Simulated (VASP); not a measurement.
# AlRu in VASP: a series of runs

Runs on AlRu. Level: PBEsol. Tasks: electric field gradients.

Program: VASP 6.6.1. These are calculated values, not measurements. Logs are shortened: lines on timing, memory, paths and dates and some standing lists are left out, and cuts for length are marked.

## (1) The cell of the first run

The structure is tetragonal, space group P4/mmm (No. 123). The conventional cell has a = 2.962 Å, b = 2.962 Å, c = 2.992 Å, α = 90.00°, β = 90.00°, γ = 90.00°. Within 3.4 Å of Al (site symmetry 4/mmm) lie 8 Ru at 2.57 Å and 6 Al at 2.96 to 2.99 Å. Ru (site symmetry 4/mmm) has 8 Al at 2.57 Å and 6 Ru at 2.96 to 2.99 Å within 3.4 Å.

## (2) Electric field gradients, PBEsol (equal xx and yy strain of -1 %)

INCAR

```
SYSTEM = AlRu
ALGO     = Normal         ! electronic algorithm
EDIFF    = 1E-8           ! SCF threshold, eV
ENCUT    = 520            ! plane-wave cutoff, eV
GGA      = PS             ! functional
ISIF     = 2              ! what is computed and relaxed
ISMEAR   = -1             ! smearing method
LASPH    = .TRUE.         ! aspherical terms in the spheres
LCHARG   = .FALSE.        ! write CHGCAR
LEFG     = .TRUE.       
LREAL    = .FALSE.        ! projectors in reciprocal space
LWAVE    = .FALSE.        ! write WAVECAR
NBANDS   = 16             ! bands
NELM     = 80             ! most SCF steps
PREC     = Accurate       ! precision mode
SIGMA    = 0.05           ! smearing width, eV
```

KPOINTS

```
k-points
0
G
  12 12 12
  0 0 0
```

POSCAR

```
AlRu
1.0
    2.9616840000      0.0000000000      0.0000000000
    0.0000000000      2.9616840000      0.0000000000
    0.0000000000      0.0000000000      2.9916000000
Al Ru
1 1
Direct
    0.0000000000      0.0000000000      0.0000000000
    0.5000000000      0.5000000000      0.5000000000
```

Potentials or basis: VASP PAW PBE potentials, release 64 (Al, Ru_pv).

Launch:

```console
> cat potpaw_PBE.64/Al/POTCAR potpaw_PBE.64/Ru_pv/POTCAR > POTCAR
> mpirun -np 1 vasp_std > vasp.out
```

OUTCAR:

```text
SYSTEM = AlRu
   EDIFF = 1E-8
   ENCUT = 520
   GGA = PS
   ISIF = 2
   ISMEAR = -1
   LASPH = .TRUE.
   LREAL = .FALSE.
   NELM = 80
   PREC = Accurate

 ion  position               nearest neighbor table
   1  0.000  0.000  0.000-   2 2.57   2 2.57   2 2.57   2 2.57   2 2.57   2 2.57   2 2.57   2 2.57

   2  0.500  0.500  0.500-   1 2.57   1 2.57   1 2.57   1 2.57   1 2.57   1 2.57   1 2.57   1 2.57

  LATTYP: Found a simple tetragonal cell.
 ALAT       =     2.9616840000
 C/A-ratio  =     1.0101010101

  Lattice vectors:

 A1 = (   2.9616840000,   0.0000000000,   0.0000000000)
 A2 = (   0.0000000000,   2.9616840000,   0.0000000000)
 A3 = (   0.0000000000,   0.0000000000,   2.9916000000)

Analysis of symmetry for initial positions (statically):
=====================================================================
 Subroutine PRICEL returns:
 Original cell was already a primitive cell.

 Routine SETGRP: Setting up the symmetry group for a
 simple tetragonal supercell.

 Subroutine GETGRP returns: Found 16 space group operations
 (whereof 16 operations were pure point group operations)
 out of a pool of 16 trial point group operations.

The static configuration has the point symmetry D_4h.

Analysis of symmetry for dynamics (positions and initial velocities):
=====================================================================
 Subroutine PRICEL returns:
 Original cell was already a primitive cell.

 Routine SETGRP: Setting up the symmetry group for a
 simple tetragonal supercell.

 Subroutine GETGRP returns: Found 16 space group operations
 (whereof 16 operations were pure point group operations)
 out of a pool of 16 trial point group operations.

The dynamic configuration has the point symmetry D_4h.

 Subroutine INISYM returns: Found 16 space group operations
 (whereof 16 operations are pure point group operations),
 and found     1 'primitive' translations

----------------------------------------------------------------------------------------

                                     Primitive cell

  volume of cell :      26.2410

  direct lattice vectors                    reciprocal lattice vectors
     2.961684000  0.000000000  0.000000000     0.337645745  0.000000000  0.000000000
[... 126 lines left out ...]
 Free energy of the ion-electron system (eV)
  ---------------------------------------------------
  ext. energy  EPLUGINS =         0.00000000
  ---------------------------------------------------
  free energy    TOTEN  =       -15.53110749 eV

  energy without entropy =      -15.51958706  energy(sigma->0) =      -15.52534728

 E-fermi :  10.8777     XC(G=0): -12.7913

 val. band max:       10.8754328689   @ k =   0.0833   0.0000   0.0000
 cond. band min:      10.8781787341   @ k =   0.2500   0.0833   0.0833
 fundamental gap:      0.0027458652
 Fermi energy:        10.8776855665

 k-point     1 :       0.0000    0.0000    0.0000
  band No.  band energies     occupation
      1     -30.8474      2.00000
      2     -30.8324      2.00000
      3     -30.8324      2.00000
      4       1.0802      2.00000
      5       7.1773      2.00000
      6       7.1847      2.00000
[... 433 lines left out ...]
      3     -30.8130      2.00000
      4       4.8071      2.00000
      5       6.8767      2.00000
      6       8.9593      2.00000
[... 8 lines left out ...]
     15      23.3331      0.00000
     16      26.1190      0.00000

 [... further k-points ...]

------------------------ aborting loop because EDIFF is reached ----------------------------------------

  FORCE on cell =-STRESS in cart. coord.  units (eV):
  Direction    XX          YY          ZZ          XY          YZ          ZX
  --------------------------------------------------------------------------------------
  -------------------------------------------------------------------------------------
  Total        0.2692879      0.2692879     -0.0408758      0.0000000     -0.0000000      0.0000000
  in kB       16.4416877     16.4416877     -2.4957218      0.0000000     -0.0000000      0.0000000
  external PRESSURE =      10.1292179 kB  Pullay stress =       0.0000000 kB

 VOLUME and BASIS-vectors are now :
 -----------------------------------------------------------------------------
  energy-cutoff  :      520.00
  volume of cell :       26.24
      direct lattice vectors                 reciprocal lattice vectors
     2.961684000  0.000000000  0.000000000     0.337645745  0.000000000  0.000000000
     0.000000000  2.961684000  0.000000000     0.000000000  0.337645745  0.000000000
     0.000000000  0.000000000  2.991600000     0.000000000  0.000000000  0.334269287

 POSITION                                       TOTAL-FORCE (eV/Angst)
 -----------------------------------------------------------------------------------
      0.00000      0.00000      0.00000         0.000000      0.000000      0.000000
      1.48084      1.48084      1.49580         0.000000      0.000000      0.000000
 -----------------------------------------------------------------------------------
    total drift:                                0.000000     -0.000000     -0.000000

  FREE ENERGIE OF THE ION-ELECTRON SYSTEM (eV)
  ---------------------------------------------------
  free  energy   TOTEN  =       -15.5311074947 eV

  energy  without entropy=      -15.5195870602  energy(sigma->0) =      -15.52534728

 Electric field gradients (V/A^2)
---------------------------------------------------------------------
 ion       V_xx      V_yy      V_zz      V_xy      V_xz      V_yz
---------------------------------------------------------------------
   1      -0.003    -0.003     0.005    -0.000    -0.000    -0.000
   2      -3.233    -3.233     6.467     0.000     0.000    -0.000
---------------------------------------------------------------------

 Electric field gradients after diagonalization (V/A^2)
 (convention: |V_zz| > |V_xx| > |V_yy|)
----------------------------------------------------------------------
 ion       V_xx      V_yy      V_zz     asymmetry (V_yy - V_xx)/ V_zz
----------------------------------------------------------------------
   1      -0.003    -0.003     0.005       0.000
   2      -3.233    -3.233     6.467       0.000
----------------------------------------------------------------------

           NMR quadrupolar parameters

 Cq : quadrupolar parameter    Cq=e*Q*V_zz/h
 eta: asymmetry parameters     (V_yy - V_xx)/ V_zz
 Q  : nuclear electric quadrupole moment in mb (millibarn)
----------------------------------------------------------------------
 ion       Cq(MHz)       eta       Q (mb)
----------------------------------------------------------------------
   1       0.000       0.000       1.000
   2       0.016       0.000       1.000
----------------------------------------------------------------------
```

OSZICAR:

```text
N       E                     dE             d eps       ncg     rms          rms(c)
DAV:   1     0.114671055438E+03    0.11467E+03   -0.91929E+03  6472   0.991E+02
DAV:   2    -0.144056200529E+02   -0.12908E+03   -0.12290E+03  7376   0.293E+02
DAV:   3    -0.163171841931E+02   -0.19116E+01   -0.19053E+01  8104   0.371E+01
DAV:   4    -0.163308451575E+02   -0.13661E-01   -0.13644E-01  7824   0.331E+00
DAV:   5    -0.163310346218E+02   -0.18946E-03   -0.18921E-03  7592   0.373E-01    0.138E+01
DAV:   6    -0.156287952401E+02    0.70224E+00   -0.26454E+00  6816   0.176E+01    0.240E+00
DAV:   7    -0.155504867223E+02    0.78309E-01   -0.19253E-01  6688   0.496E+00    0.216E+00
DAV:   8    -0.155313543892E+02    0.19132E-01   -0.18579E-02  7424   0.101E+00    0.209E-01
DAV:   9    -0.155311218625E+02    0.23253E-03   -0.30920E-04  7800   0.140E-01    0.137E-01
DAV:  10    -0.155311089680E+02    0.12895E-04   -0.23006E-05  7152   0.506E-02    0.688E-03
DAV:  11    -0.155311078577E+02    0.11102E-05   -0.10009E-06  8120   0.107E-02    0.473E-03
DAV:  12    -0.155311075588E+02    0.29891E-06   -0.23224E-08  7096   0.144E-03    0.613E-04
DAV:  13    -0.155311074976E+02    0.61277E-07   -0.17207E-09  4616   0.418E-04    0.149E-04
DAV:  14    -0.155311074947E+02    0.29045E-08   -0.17124E-10  3952   0.134E-04
   1 F= -.15531107E+02 E0= -.15525347E+02  d E =-.115204E-01
```

Run time: 66 s. Hardware: 1 thread of Intel Xeon 8259CL, shared host; peak memory 0.2 GiB.

What came out:

| Item | Value |
| --- | --- |
| Free energy | -15.5311 eV |
| Pressure | 1.0 GPa |
| Band gap on the k mesh | zero (an odd number of electrons rules out a gap without spin polarisation) |
| Largest electric field gradient by atom | Al +0.0; Ru +6.5 V/Å² |

Electric field gradients, principal values (V/Å²):
| atom | least | middle | greatest (by size) |
| --- | --- | --- | --- |
| 1 Al | -0.003 | -0.003 | 0.005 |
| 2 Ru | -3.233 | -3.233 | 6.467 |

Caveat: the cell differs from its parent crystal (equal xx and yy strain of -1 %); without QUAD_EFG the Cq values of the log hold for a quadrupole moment of 1 mb, not for the nuclei; the PAW data sets were made with another functional, which shifts forces and pressure a little.

## (3) Electric field gradients, PBEsol (equal xx and yy strain of +2 %)

INCAR

```
PREC = Accurate
ENCUT = 520
EDIFF = 1E-8
ISMEAR = -1
SIGMA = 0.05
LREAL = False
LASPH = True
NELM = 80
ALGO = Normal
ISIF = 2
LWAVE = False
LCHARG = False
GGA = PS
LEFG = True
NBANDS = 16
```

KPOINTS

```
regular mesh
0
Gamma
  12 12 12
```

POSCAR

```
AlRu
1.0
    3.0514320000      0.0000000000      0.0000000000
    0.0000000000      3.0514320000      0.0000000000
    0.0000000000      0.0000000000      2.9916000000
Al Ru
1 1
Direct
    0.0000000000      0.0000000000      0.0000000000
    0.5000000000      0.5000000000      0.5000000000
```

Potentials or basis: VASP PAW PBE potentials, release 64 (Al, Ru_pv).

Launch:

```console
> cat potpaw_PBE.64/Al/POTCAR potpaw_PBE.64/Ru_pv/POTCAR > POTCAR
> mpirun -np 1 vasp_std > vasp.out
```

OUTCAR:

```text
PREC = Accurate
   ENCUT = 520
   EDIFF = 1E-8
   ISMEAR = -1
   LREAL = False
   LASPH = True
   NELM = 80
   ISIF = 2
   GGA = PS

 ion  position               nearest neighbor table
   1  0.000  0.000  0.000-   2 2.63   2 2.63   2 2.63   2 2.63   2 2.63   2 2.63   2 2.63   2 2.63

   2  0.500  0.500  0.500-   1 2.63   1 2.63   1 2.63   1 2.63   1 2.63   1 2.63   1 2.63   1 2.63

  LATTYP: Found a simple tetragonal cell.
 ALAT       =     3.0514320000
 C/A-ratio  =     0.9803921569

  Lattice vectors:

 A1 = (   3.0514320000,   0.0000000000,   0.0000000000)
 A2 = (   0.0000000000,   3.0514320000,   0.0000000000)
 A3 = (   0.0000000000,   0.0000000000,   2.9916000000)

Analysis of symmetry for initial positions (statically):
=====================================================================
 Subroutine PRICEL returns:
 Original cell was already a primitive cell.

 Routine SETGRP: Setting up the symmetry group for a
 simple tetragonal supercell.

 Subroutine GETGRP returns: Found 16 space group operations
 (whereof 16 operations were pure point group operations)
 out of a pool of 16 trial point group operations.

The static configuration has the point symmetry D_4h.

Analysis of symmetry for dynamics (positions and initial velocities):
=====================================================================
 Subroutine PRICEL returns:
 Original cell was already a primitive cell.

 Routine SETGRP: Setting up the symmetry group for a
 simple tetragonal supercell.

 Subroutine GETGRP returns: Found 16 space group operations
 (whereof 16 operations were pure point group operations)
[... 161 lines left out ...]
      3     -31.6394      2.00000
      4       0.5959      2.00000
      5       6.6623      2.00000
      6       6.6716      2.00000
[... 433 lines left out ...]
      3     -31.6156      2.00000
      4       4.1481      2.00000
      5       6.2414      2.00000
      6       8.1370      2.00000
[... 8 lines left out ...]
     15      22.2693      0.00000
     16      25.0900      0.00000

 [... further k-points ...]

------------------------ aborting loop because EDIFF is reached ----------------------------------------

  FORCE on cell =-STRESS in cart. coord.  units (eV):
  Direction    XX          YY          ZZ          XY          YZ          ZX
  --------------------------------------------------------------------------------------
  -------------------------------------------------------------------------------------
  Total       -2.0472233     -2.0472233     -1.4985486      0.0000000     -0.0000000     -0.0000000
  in kB     -117.7510737   -117.7510737    -86.1927040      0.0000000     -0.0000000     -0.0000000
  external PRESSURE =    -107.2316171 kB  Pullay stress =       0.0000000 kB

 VOLUME and BASIS-vectors are now :
 -----------------------------------------------------------------------------
  energy-cutoff  :      520.00
  volume of cell :       27.86
      direct lattice vectors                 reciprocal lattice vectors
     3.051432000  0.000000000  0.000000000     0.327714988  0.000000000  0.000000000
     0.000000000  3.051432000  0.000000000     0.000000000  0.327714988  0.000000000
     0.000000000  0.000000000  2.991600000     0.000000000  0.000000000  0.334269287

 POSITION                                       TOTAL-FORCE (eV/Angst)
 -----------------------------------------------------------------------------------
      0.00000      0.00000      0.00000         0.000000      0.000000      0.000000
      1.52572      1.52572      1.49580         0.000000      0.000000      0.000000
 -----------------------------------------------------------------------------------
    total drift:                                0.000000     -0.000000     -0.000000

  FREE ENERGIE OF THE ION-ELECTRON SYSTEM (eV)
  ---------------------------------------------------
  free  energy   TOTEN  =       -15.4768381588 eV

  energy  without entropy=      -15.4641831527  energy(sigma->0) =      -15.47051066

 Electric field gradients (V/A^2)
---------------------------------------------------------------------
 ion       V_xx      V_yy      V_zz      V_xy      V_xz      V_yz
---------------------------------------------------------------------
   1       0.017     0.017    -0.035     0.000     0.000     0.000
   2       5.785     5.785   -11.569    -0.000    -0.000     0.000
---------------------------------------------------------------------

 Electric field gradients after diagonalization (V/A^2)
 (convention: |V_zz| > |V_xx| > |V_yy|)
----------------------------------------------------------------------
 ion       V_xx      V_yy      V_zz     asymmetry (V_yy - V_xx)/ V_zz
----------------------------------------------------------------------
   1       0.017     0.017    -0.035       0.000
   2       5.785     5.785   -11.569       0.000
----------------------------------------------------------------------

           NMR quadrupolar parameters

 Cq : quadrupolar parameter    Cq=e*Q*V_zz/h
 eta: asymmetry parameters     (V_yy - V_xx)/ V_zz
 Q  : nuclear electric quadrupole moment in mb (millibarn)
----------------------------------------------------------------------
 ion       Cq(MHz)       eta       Q (mb)
----------------------------------------------------------------------
   1      -0.000       0.000       1.000
   2      -0.028       0.000       1.000
----------------------------------------------------------------------
```

stdout:

```text
POSCAR found type information on POSCAR AlRu
 POSCAR found :  2 types and       2 ions
 scaLAPACK will be used
 -----------------------------------------------------------------------------
|                                                                             |
|                                                                             |
|     You enforced a specific xc type in the INCAR file but a different       |
|     I HOPE YOU KNOW WHAT YOU ARE DOING!                                     |
|                                                                             |
 -----------------------------------------------------------------------------

 LDA part: xc-table for (Slater+PW92), standard interpolation
 POSCAR, INCAR and KPOINTS ok, starting setup
 FFT: planning ... GRIDC
 FFT: planning ... GRID_SOFT
 FFT: planning ... GRID
 WAVECAR not read
 entering main loop
ion   1

ion   2
```

Wall time 72 s (1 thread of Intel Xeon 8259CL, shared host); peak memory 0.21 GiB.

What came out:

| Property | Result |
| --- | --- |
| Free energy | -15.4768 eV |
| Pressure | -10.7 GPa |
| Band gap on the k mesh | zero (an odd number of electrons rules out a gap without spin polarisation) |
| Largest electric field gradient by atom | Al -0.0; Ru -11.6 V/Å² |

Electric field gradients, principal values (V/Å²):
| atom | least | middle | greatest (by size) |
| --- | --- | --- | --- |
| 1 Al | 0.017 | 0.017 | -0.035 |
| 2 Ru | 5.785 | 5.785 | -11.569 |

Caveat: the cell differs from its parent crystal (equal xx and yy strain of +2 %); the cell stands under tension; without QUAD_EFG the Cq values of the log hold for a quadrupole moment of 1 mb, not for the nuclei; the PAW data sets were made with another functional, which shifts forces and pressure a little.

[end of part 1 of 2]
